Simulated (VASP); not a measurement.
# Rh (Im-3m) in VASP: a series of runs

The runs below take Rh through single point, with PBE.

Program: VASP 6.6.1. These are calculated values, not measurements. Logs are shortened: lines on timing, memory, paths and dates and some standing lists are left out, and cuts for length are marked.

### Step 1. The cell of the first run

It takes space group Im-3m (No. 229, cubic). The conventional cell has a = 3.105 Å, b = 3.105 Å, c = 3.105 Å, α = 90.00°, β = 90.00°, γ = 90.00°. Within 3.5 Å of Rh (site symmetry m-3m) lie 14 Rh at 2.69 to 3.11 Å.

### Step 2. Single point, PBE

Input file INCAR:

```
SYSTEM = Rh
PREC = Accurate
ENCUT = 520
EDIFF = 1E-6
ISMEAR = -1
SIGMA = 0.1
LREAL = .FALSE.
LASPH = .TRUE.
NELM = 80
ALGO = Normal
ISIF = 2
LWAVE = .FALSE.
LCHARG = .FALSE.
GGA = PE
NBANDS = 14
```

Input file KPOINTS:

```
regular mesh
0
G
  18 18 18
  0 0 0
```

Input file POSCAR:

```
Rh
1.0
   -1.5526614630      1.5526614630      1.5526614630
    1.5526614630     -1.5526614630      1.5526614630
    1.5526614630      1.5526614630     -1.5526614630
Rh
1
Direct
    0.0000000000      0.0000000000      0.0000000000
```

Potentials or basis: VASP PAW PBE potentials, release 64 (Rh_pv).

Run with:

```console
cat potpaw_PBE.64/Rh_pv/POTCAR > POTCAR
mpirun -np 1 vasp_std > vasp.out
```

OUTCAR:

```text
SYSTEM = Rh
   PREC = Accurate
   ENCUT = 520
   EDIFF = 1E-6
   ISMEAR = -1
   LREAL = .FALSE.
   LASPH = .TRUE.
   NELM = 80
   ISIF = 2
   GGA = PE

 ion  position               nearest neighbor table
   1  0.000  0.000  0.000-

  LATTYP: Found a body centered cubic cell.
 ALAT       =     3.1053229260

  Lattice vectors:

 A1 = (  -1.5526614630,   1.5526614630,   1.5526614630)
 A2 = (   1.5526614630,  -1.5526614630,   1.5526614630)
 A3 = (   1.5526614630,   1.5526614630,  -1.5526614630)

Analysis of symmetry for initial positions (statically):
=====================================================================
 Subroutine PRICEL returns:
 Original cell was already a primitive cell.

 Routine SETGRP: Setting up the symmetry group for a
 body centered cubic supercell.

 Subroutine GETGRP returns: Found 48 space group operations
 (whereof 48 operations were pure point group operations)
 out of a pool of 48 trial point group operations.

The static configuration has the point symmetry O_h .

Analysis of symmetry for dynamics (positions and initial velocities):
=====================================================================
 Subroutine PRICEL returns:
 Original cell was already a primitive cell.

 Routine SETGRP: Setting up the symmetry group for a
 body centered cubic supercell.

 Subroutine GETGRP returns: Found 48 space group operations
 (whereof 48 operations were pure point group operations)
 out of a pool of 48 trial point group operations.

The dynamic configuration has the point symmetry O_h .

 Subroutine INISYM returns: Found 48 space group operations
 (whereof 48 operations are pure point group operations),
 and found     1 'primitive' translations

----------------------------------------------------------------------------------------

                                     Primitive cell

  volume of cell :      14.9724

  direct lattice vectors                    reciprocal lattice vectors
    -1.552661463  1.552661463  1.552661463     0.000000000  0.322027700  0.322027700
     1.552661463 -1.552661463  1.552661463     0.322027700  0.000000000  0.322027700
     1.552661463  1.552661463 -1.552661463     0.322027700  0.322027700  0.000000000

  length of vectors
     2.689288541  2.689288541  2.689288541     0.455415941  0.455415941  0.455415941

  position of ions in fractional coordinates (direct lattice)
     0.000000000  0.000000000  0.000000000

  ion indices of the primitive-cell ions
   primitive index   ion index
                 1           1

----------------------------------------------------------------------------------------

 KPOINTS: regular mesh

Automatic generation of k-mesh.
 Grid dimensions read from file:
 generate k-points for:   18   18   18

 Generating k-lattice:

  Cartesian coordinates                     Fractional coordinates (reciprocal lattice)
     0.000000000  0.017890428  0.017890428     0.055555556  0.000000000  0.000000000
     0.017890428  0.000000000  0.017890428     0.000000000  0.055555556  0.000000000
     0.017890428  0.017890428  0.000000000     0.000000000  0.000000000  0.055555556

  Length of vectors
     0.025300886  0.025300886  0.025300886

  Shift w.r.t. Gamma in fractional coordinates (k-lattice)
     0.000000000  0.000000000  0.000000000

 Subroutine IBZKPT returns following result:
 ===========================================

 Found    195 irreducible k-points:

 Following reciprocal coordinates:
            Coordinates               Weight
  0.000000  0.000000  0.000000      1.000000
  0.055556  0.000000  0.000000     12.000000
  0.111111  0.000000  0.000000     12.000000
  0.166667  0.000000  0.000000     12.000000
  0.222222  0.000000  0.000000     12.000000
  0.277778  0.000000  0.000000     12.000000
[... 16 lines left out ...]
  0.333333  0.111111  0.000000     48.000000
  0.388889  0.111111  0.000000     48.000000
 [... further k-points ...]
   k-points           NKPTS =    195   k-points in BZ     NKDIM =    195   number of bands    NBANDS=     14
   number of dos      NEDOS =    301   number of ions     NIONS =      1
   total plane-waves  NPLWV =   8000
   dimension x,y,z NGX =    20 NGY =   20 NGZ =   20
   dimension x,y,z NGXF=    40 NGYF=   40 NGZF=   40
   ions per type =               1
   NGX,Y,Z   is equivalent  to a cutoff of  12.36, 12.36, 12.36 a.u.
   NGXF,Y,Z  is equivalent  to a cutoff of  24.73, 24.73, 24.73 a.u.
 SYSTEM =  Rh
   PREC   = accura    normal or accurate (medium, high low for compatibility)
   ISTART =      0    job   : 0-new  1-cont  2-samecut
   ICHARG =      2    charge: 1-file 2-atom 10-const
   ISPIN  =      1    spin polarized calculation?
   LNONCOLLINEAR =      F non collinear calculations
   LSORBIT =      F    spin-orbit coupling
   LASPH  =      T    aspherical Exc in radial PAW
   ENCUT  =  520.0 eV  38.22 Ry    6.18 a.u.   5.00  5.00  5.00*2*pi/ulx,y,z
   NELM   =     80;   NELMIN=  2; NELMDL= -5     # of ELM steps
   EDIFF  = 0.1E-05   stopping-criterion for ELM
   LREAL  =      F    real-space projection
[... 7 lines left out ...]
   TEBEG  =    0.0;   TEEND  =   0.0 temperature during run
   PSTRESS=    0.0 pullay stress
   NELECT =      15.0000    total number of electrons
   NUPDOWN=      -1.0000    fix difference up-down
   EMIN   =  10.00;   EMAX   =-10.00  energy-range for DOS
   EFERMI =   0.00;   METHOD = LEGACY
   ISMEAR =    -1;   SIGMA  =   0.10  broadening in eV -4-tet -1-fermi 0-gaus
   EFERMI_NEDOS =   21; number of points for ismear=-14 and -15
   IALGO  =     38    algorithm
   IMIX   =      4    mixing-type and parameters
     AMIX     =   0.40;   BMIX     =  1.00
     AMIX_MAG =   1.60;   BMIX_MAG =  1.00
  volume/ion in A,a.u.               =      14.97       101.04
  Fermi-wavevector in a.u.,A,eV,Ry     =   1.638105  3.095570 36.509723  2.683389
  Thomas-Fermi vector in A             =   2.729134
   LORBIT       =      0    0 simple, 1 ext, 2 COOP (PROOUT), +10 PAW based schemes
   GGA     = PE    functional components
   LHFCALC =     F    Hartree Fock is set to
   AEXX    =    0.0000 exact exchange contribution
   IVDW    =     0    specifies the selected vdW correction
   LEPSILON=     F    determine dielectric tensor
   LRPA    =     F    only Hartree local field effects (RPA)
 non-spin polarized calculation
  energy-cutoff  :      520.00
  volume of cell :       14.97
 maximum number of plane-waves:       418
   NGX =  9   NGY =  9   NGZ =  9

 number of electron      15.0000008 magnetization

 Free energy of the ion-electron system (eV)
  ---------------------------------------------------
  ext. energy  EPLUGINS =         0.00000000
  ---------------------------------------------------
  free energy    TOTEN  =        -6.93383756 eV

  energy without entropy =       -6.85366038  energy(sigma->0) =       -6.89374897

 E-fermi :  10.2754     XC(G=0): -13.4703

 val. band max:       10.2742394345   @ k =   0.2222   0.2222   0.0000
 cond. band min:      10.2901140988   @ k =   0.2778   0.1667   0.0000
 fundamental gap:      0.0158746642
 Fermi energy:        10.2754411283

 k-point     1 :       0.0000    0.0000    0.0000
  band No.  band energies     occupation
      1     -35.6734      2.00000
      2     -35.6734      2.00000
      3     -35.6734      2.00000
      4       3.0747      2.00000
      5       7.6496      2.00000
      6       7.6496      2.00000
      7       7.6496      2.00000
      8       9.8617      1.96856
      9       9.8617      1.96856
     10      28.6277      0.00000
     11      28.6277      0.00000
     12      28.6277      0.00000
     13      31.4754      0.00000
     14      37.8322      0.00000

 k-point     2 :       0.0556    0.0000    0.0000
  band No.  band energies     occupation
      1     -35.6907      2.00000
      2     -35.6792      2.00000
      3     -35.6734      2.00000
      4       3.1965      2.00000
      5       7.6026      2.00000
      6       7.6495      2.00000
      7       7.7432      2.00000
      8       9.8033      1.98235
      9       9.8650      1.96754
     10      28.6482      0.00000
     11      28.6696      0.00000
     12      28.7946      0.00000
     13      31.4751      0.00000
     14      36.7003      0.00000

 k-point     3 :       0.1111    0.0000    0.0000
  band No.  band energies     occupation
      1     -35.7404      2.00000
      2     -35.6959      2.00000
      3     -35.6733      2.00000
      4       3.5481      2.00000
      5       7.4698      2.00000
      6       7.6439      2.00000
      7       8.0193      2.00000
      8       9.6638      1.99559
      9       9.8762      1.96377
     10      28.5742      0.00000
     11      28.7088      0.00000
     12      29.2801      0.00000
     13      31.4744      0.00000
     14      35.2961      0.00000

 k-point     4 :       0.1667    0.0000    0.0000
  band No.  band energies     occupation
      1     -35.8159      2.00000
      2     -35.7214      2.00000
      3     -35.6732      2.00000
      4       4.0785      2.00000
      5       7.2732      2.00000
      6       7.6362      2.00000
      7       8.4623      2.00000
      8       9.5298      1.99884
      9       9.8988      1.95479
     10      28.0406      0.00000
     11      28.4981      0.00000
     12      30.0411      0.00000
     13      31.4736      0.00000
     14      34.5601      0.00000

 k-point     5 :       0.2222    0.0000    0.0000
  band No.  band energies     occupation
      1     -35.9076      2.00000
      2     -35.7525      2.00000
      3     -35.6730      2.00000
      4       4.6638      2.00000
      5       7.0421      2.00000
      6       7.7090      2.00000
      7       9.0441      1.99999
      8       9.4793      1.99930
      9       9.9357      1.93525
     10      26.7761      0.00000
     11      27.8594      0.00000
     12      31.0076      0.00000
     13      31.4733      0.00000
     14      34.3270      0.00000

 k-point     6 :       0.2778    0.0000    0.0000
  band No.  band energies     occupation
      1     -36.0041      2.00000
      2     -35.7855      2.00000
      3     -35.6729      2.00000
      4       5.0777      2.00000
      5       6.8072      2.00000
      6       8.0853      2.00000
      7       9.5297      1.99885
      8       9.7204      1.99226
      9       9.9867      1.89445
     10      24.9677      0.00000
     11      26.9628      0.00000
     12      31.4737      0.00000
     13      32.0843      0.00000
     14      32.3965      0.00000

 k-point     7 :       0.3333    0.0000    0.0000
  band No.  band energies     occupation
      1     -36.0939      2.00000
      2     -35.8164      2.00000
      3     -35.6727      2.00000
      4       5.1834      2.00000
      5       6.5959      2.00000
      6       8.8907      2.00000
      7       9.6657      1.99551
      8      10.0462      1.81645
      9      10.4249      0.36639
     10      22.9663      0.00000
     11      26.0741      0.00000
     12      30.6640      0.00000
     13      31.4739      0.00000
     14      33.1493      0.00000
[... 205 lines left out ...]
 k-point    20 :       0.1667    0.1111   -0.0000
  band No.  band energies     occupation
      1     -35.9358      2.00000
      2     -35.7512      2.00000
      3     -35.6941      2.00000
      4       4.9610      2.00000
      5       7.0991      2.00000
      6       7.3462      2.00000
      7       9.3404      1.99983
      8       9.4984      1.99916
      9      10.0715      1.76972
     10      26.8407      0.00000
     11      27.4584      0.00000
     12      30.5821      0.00000
     13      31.4618      0.00000
     14      31.9343      0.00000

 k-point    21 :       0.2222    0.1111    0.0000
  band No.  band energies     occupation
      1     -36.0183      2.00000
      2     -35.7885      2.00000
      3     -35.6958      2.00000
      4       5.3822      2.00000
      5       6.8667      2.00000
      6       7.5676      2.00000
      7       9.3818      1.99974
      8      10.0626      1.78736
      9      10.4013      0.44241
     10      25.0571      0.00000
     11      26.5954      0.00000
     12      30.2448      0.00000
     13      31.4753      0.00000
     14      31.7004      0.00000

 k-point    22 :       0.2778    0.1111    0.0000
  band No.  band energies     occupation
      1     -36.0941      2.00000
      2     -35.8251      2.00000
      3     -35.6967      2.00000
      4       5.4800      2.00000
      5       6.6619      2.00000
      6       8.1379      2.00000
      7       9.5136      1.99902
      8      10.1906      1.40030
      9      11.2831      0.00008
     10      23.0439      0.00000
     11      25.7823      0.00000
     12      29.0286      0.00000
     13      31.4765      0.00000
     14      32.6407      0.00000

 k-point    23 :       0.3333    0.1111    0.0000
  band No.  band energies     occupation
      1     -36.1551      2.00000
      2     -35.8555      2.00000
      3     -35.6971      2.00000
      4       5.3933      2.00000
      5       6.5076      2.00000
      6       8.7857      2.00000
      7       9.6758      1.99504
      8      10.3520      0.63471
      9      12.2595      0.00000
     10      21.1017      0.00000
     11      25.1110      0.00000
     12      28.0045      0.00000
     13      31.4759      0.00000
     14      33.5544      0.00000

 k-point    24 :       0.3889    0.1111    0.0000
  band No.  band energies     occupation
      1     -36.1945      2.00000
      2     -35.8755      2.00000
      3     -35.6974      2.00000
      4       5.2917      2.00000
      5       6.4121      2.00000
      6       9.2151      1.99995
      7       9.7508      1.98952
      8      10.6192      0.06226
      9      13.1770      0.00000
     10      19.5228      0.00000
     11      24.6670      0.00000
     12      27.3136      0.00000
     13      31.4755      0.00000
     14      34.2704      0.00000

 [... further k-points ...]
[... 5 lines left out ...]
  --------------------------------------------------------------------------------------
  -------------------------------------------------------------------------------------
  Total       -0.6331695     -0.6331695     -0.6331695      0.0000000     -0.0000000      0.0000000
  in kB      -67.7548296    -67.7548296    -67.7548296      0.0000000     -0.0000000      0.0000000
  external PRESSURE =     -67.7548296 kB  Pullay stress =       0.0000000 kB

 VOLUME and BASIS-vectors are now :
 -----------------------------------------------------------------------------
  energy-cutoff  :      520.00
  volume of cell :       14.97
      direct lattice vectors                 reciprocal lattice vectors
    -1.552661463  1.552661463  1.552661463     0.000000000  0.322027700  0.322027700
     1.552661463 -1.552661463  1.552661463     0.322027700  0.000000000  0.322027700
     1.552661463  1.552661463 -1.552661463     0.322027700  0.322027700  0.000000000

 POSITION                                       TOTAL-FORCE (eV/Angst)
 -----------------------------------------------------------------------------------
      0.00000      0.00000      0.00000         0.000000      0.000000      0.000000
 -----------------------------------------------------------------------------------
    total drift:                                0.000000     -0.000000      0.000000

  FREE ENERGIE OF THE ION-ELECTRON SYSTEM (eV)
  ---------------------------------------------------
  free  energy   TOTEN  =        -6.9338375644 eV

  energy  without entropy=       -6.8536603839  energy(sigma->0) =       -6.89374897
```

Run time: 28 s. Hardware: 1 thread of AMD EPYC 7R43 (Zen 3), shared host; peak memory 0.12 GiB.

What came out:

```
Free energy : -6.9338 eV
Pressure    : -6.8 GPa
```

### Step 3. Single point, PBE

Input file INCAR:

```
  PREC = Accurate
  ENCUT = 520
  EDIFF = 1E-6
  ISMEAR = -1
  SIGMA = 0.1
  LREAL = False
  LASPH = True
  NELM = 80
  ALGO = Normal
  ISIF = 2
  LWAVE = False
  LCHARG = True
  GGA = PE
  LELF = True
  LVHAR = True
  NBANDS = 14
```

Input file KPOINTS:

```
regular mesh
0
Gamma
  18 18 18
```

Input file POSCAR:

```
Rh
1.0
   -1.5525080215      1.5525080215      1.5525080215
    1.5525080215     -1.5525080215      1.5525080215
    1.5525080215      1.5525080215     -1.5525080215
Rh
1
Direct
    0.0000000000      0.0000000000      0.0000000000
```

Potentials or basis: VASP PAW PBE potentials, release 64 (Rh_pv).

Run with:

```console
cat potpaw_PBE.64/Rh_pv/POTCAR > POTCAR
mpirun -np 1 vasp_std > vasp.out
```

Run time: 30 s. Hardware: 1 thread of AMD EPYC 7R43 (Zen 3), shared host; peak memory 0.12 GiB.

Results (log left out):

| Property | Result |
| --- | --- |
| Free energy | -6.9340 eV |
| Pressure | -6.7 GPa |

Levels at points of the mesh, in eV from the Fermi level:
| k point | band 5 | band 6 | band 7 | band 8 | band 9 | band 10 | band 11 | band 12 |
| --- | --- | --- | --- | --- | --- | --- | --- | --- |
| (0.00, 0.00, 0.00) | -2.63 | -2.63 | -2.63 | -0.41 | -0.41 | 18.35 | 18.35 | 18.35 |
| (0.50, 0.00, 0.00) | -3.99 | -0.48 | -0.11 | 1.36 | 1.42 | 8.64 | 14.46 | 17.75 |
| (0.50, 0.50, 0.50) | -5.25 | 0.97 | 0.97 | 0.97 | 9.15 | 9.15 | 9.15 | 18.22 |
